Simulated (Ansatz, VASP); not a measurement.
# Two plane-wave programs on Mo3H

```xyz
4
Lattice="2.9423 0.0000 0.0000 0.0000 2.9423 0.0000 0.0000 0.0000 5.9960" Properties=species:S:1:pos:R:3 pbc="T T T"
H     0.0000    0.0000    2.9980
Mo    1.4712    1.4712    4.2096
Mo    1.4712    1.4712    1.7865
Mo    0.0000    0.0000    0.0000
```

Alike in both runs: functional PBE; k mesh 6 × 6 × 3; occupations gaussian, width 0.2 eV; no spin polarisation.

Ansatz relaxed the structure, and its values are those at the end. VASP's run is a single point on that final structure, the one shown.

```csv
,VASP,Ansatz
version,VASP 6.6.1,Ansatz 0.2.0
potentials or method,"VASP PAW PBE potentials, release 64 (H, Mo_sv), cutoff 520 eV","scalar-relativistic, plane waves, PAW"
valence electrons in the cell,43,43
```

|  | VASP | Ansatz | Ansatz less VASP |
| --- | --- | --- | --- |
| gap on the k mesh at the Fermi level (eV) | none | none | - |
| pressure (GPa) | 0.9 | 0.5 | -0.47 |
| rms of the force components (eV/Å) | 0.043 | 0.030 | -0.0131 |

A gap of «none» marks a metal or a gap that the smearing closes.
